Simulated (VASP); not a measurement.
Wanted: the native input for a VASP 6.6.1 run.

* Task: single point
* Functional: PBE
* Potentials or basis: VASP PAW PBE potentials, release 64 (Cd, Hg, Se)
* Cutoff: 520 eV
* k mesh: 8 × 8 × 4
* Occupations: gaussian, width 0.1 eV
* Spin: no spin polarisation
* Dipole correction: no
* Further INCAR settings: ALGO = Normal; EDIFF = 1e-06; NBANDS = 46

The structure of CdHg3Se4 lies in POSCAR:

```
CdHg3Se4
1.0
    4.4198563000      0.0000000000      0.0000000000
    0.0000000000      4.4198563000      0.0000000000
    0.0000000000      0.0000000000     12.4648048000
Cd Hg Se
1 3 4
Direct
    0.5000000000      0.5000000000      0.5000000000
    0.0000000000      0.0000000000      0.7485850000
    0.5000000000      0.5000000000      0.0000000000
    0.0000000000      0.0000000000      0.2514150000
    0.5000000000      0.0000000000      0.8742890000
    0.0000000000      0.5000000000      0.1257110000
    0.5000000000      0.0000000000      0.3773530000
    0.0000000000      0.5000000000      0.6226470000
```

One way to write it, as run:

INCAR

```
PREC = Accurate
ENCUT = 520
EDIFF = 1E-6
ISMEAR = 0
SIGMA = 0.1
LREAL = F
LASPH = T
NELM = 80
ALGO = Normal
ISIF = 2
LWAVE = F
LCHARG = T
GGA = PE
LELF = T
LVHAR = T
NBANDS = 46
```

KPOINTS

```
regular mesh
0
Gamma
  8 8 4
```

Potentials or basis: VASP PAW PBE potentials, release 64 (Cd, Hg, Se).

Launch:

```bash
$ cat potpaw_PBE.64/Cd/POTCAR potpaw_PBE.64/Hg/POTCAR potpaw_PBE.64/Se/POTCAR > POTCAR
$ mpirun -np 1 vasp_std > vasp.out
```

It gave:

The pressure is 0.2 GPa and the band gap on the k mesh is zero (filled and empty bands touch).

Caveat: spin-orbit coupling is left out, which moves the levels of the heavy elements.

Wall time 8.8 min on 1 thread of Oxide Virtual Turin-like Processor, with other jobs on the host, peak memory 0.6 GiB.
